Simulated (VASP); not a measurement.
# Ag: single point with LDA

Ag:

```
CELL_PARAMETERS angstrom
-1.57287 1.57287 1.57287
1.57287 -1.57287 1.57287
1.57287 1.57287 -1.57287
ATOMIC_POSITIONS crystal
Ag 0.00000 0.00000 0.00000
```

This cell differs from its parent crystal: strain -0.050 along x and y, -0.050 along z.

* Program: VASP 6.6.1
* Task: single point
* Functional: LDA
* Potentials or basis: VASP PAW LDA potentials, release 64 (Ag)
* Cutoff: 520 eV
* k mesh: 20 × 20 × 20
* Occupations: gaussian, width 0.15 eV
* Spin: no spin polarisation

The pressure is 5.2 GPa. The band gap on the k mesh is zero (an odd number of electrons rules out a gap without spin polarisation).

Levels at points of the mesh, in eV from the Fermi level:
| k point | band 4 | band 5 | band 6 | band 7 | band 8 | band 9 |
| --- | --- | --- | --- | --- | --- | --- |
| (0.00, 0.00, 0.00) | -5.30 | -3.72 | -3.72 | 18.22 | 18.22 | 18.22 |
| (0.50, 0.00, 0.00) | -3.57 | -2.52 | -0.37 | 4.68 | 13.59 | 15.17 |
| (0.50, 0.50, 0.50) | -2.81 | -2.81 | 7.06 | 7.06 | 7.06 | 14.08 |

Wall time 55 s on 1 thread of Intel Xeon 8259CL, with other jobs on the host, peak memory 0.16 GiB.

Caveat: the cell differs from its parent crystal (strain -0.050 along x and y, -0.050 along z); the cell stands under pressure.
